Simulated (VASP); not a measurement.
SnO2: electric field gradients with LDA

Crystal: SnO2.

```
Sn O
1.0
     4.67332    0.00000    0.00000
     0.00000    4.67332    0.00000
     0.00000    0.00000    3.14334
Sn O
2 4
Direct
  0.00000 0.00000 0.00000
  0.50000 0.50000 0.50000
  0.30562 0.30562 0.00000
  0.19438 0.80562 0.50000
  0.69438 0.69438 0.00000
  0.80562 0.19438 0.50000
```

This cell differs from its parent crystal: volume scaled by 0.96.

| Quantity | Value |
| --- | --- |
| Program | VASP 6.6.1 |
| Task | electric field gradients |
| Functional | LDA |
| Potentials or basis | VASP PAW LDA potentials, release 64 (Sn_d, O) |
| Cutoff | 520 eV |
| k mesh | 4 × 4 × 6 |
| Occupations | fermi-dirac, width 0.03 eV |
| Spin | no spin polarisation |
| Dipole correction | no |
| Further INCAR settings | ALGO = Normal; EDIFF = 1e-08; NBANDS = 35 |

| Item | Value |
| --- | --- |
| Pressure | 9.7 GPa |
| Largest force | 0.099 eV/Å |
| Band gap on the k mesh | 1.63 eV, direct |

Forces on the atoms (eV/Å):
```
Sn   0.000  0.000  0.000
Sn   0.000  0.000  0.000
O   -0.070 -0.070  0.000
O    0.070 -0.070  0.000
O    0.070  0.070  0.000
O   -0.070  0.070  0.000
```

Stress tensor (GPa, compression positive):
```
 8.50  0.00  0.00
 0.00  8.50  0.00
 0.00  0.00 12.24
```

Levels at points of the mesh, in eV from the valence-band top:
```tsv
k point	band 24	band 25	band 26	band 27	band 28	band 29
(0.00, 0.00, 0.00)	-0.85	-0.85	0.00	1.63	6.30	6.30
(0.50, 0.00, 0.00)	-1.21	-0.68	-0.68	4.76	4.76	7.08
(0.50, 0.50, 0.00)	-1.33	-0.96	-0.96	5.18	5.18	7.61
(0.00, 0.00, 0.50)	-1.83	-1.34	-1.34	6.51	6.51	9.79
(0.50, 0.00, 0.50)	-1.21	-0.69	-0.69	6.80	6.80	8.18
(0.50, 0.50, 0.50)	-1.03	-0.90	-0.90	5.08	5.08	8.83
```

Electric field gradients, principal values (V/Å²):
| atom | least | middle | greatest (by size) |
| --- | --- | --- | --- |
| 1 Sn | -9.895 | -52.675 | 62.570 |
| 2 Sn | -9.895 | -52.675 | 62.570 |
| 3 O | 44.668 | 55.009 | -99.677 |
| 4 O | 44.668 | 55.009 | -99.677 |
| 5 O | 44.668 | 55.009 | -99.677 |
| 6 O | 44.668 | 55.009 | -99.677 |

Wall time 29 s on 1 thread of AMD EPYC 9R45 96-Core Processor (Zen 5), on a shared host, peak memory 0.15 GiB.

Caveat: without QUAD_EFG the Cq values of the log hold for a quadrupole moment of 1 mb, not for the nuclei; spin-orbit coupling is left out, which moves the levels of the heavy elements.
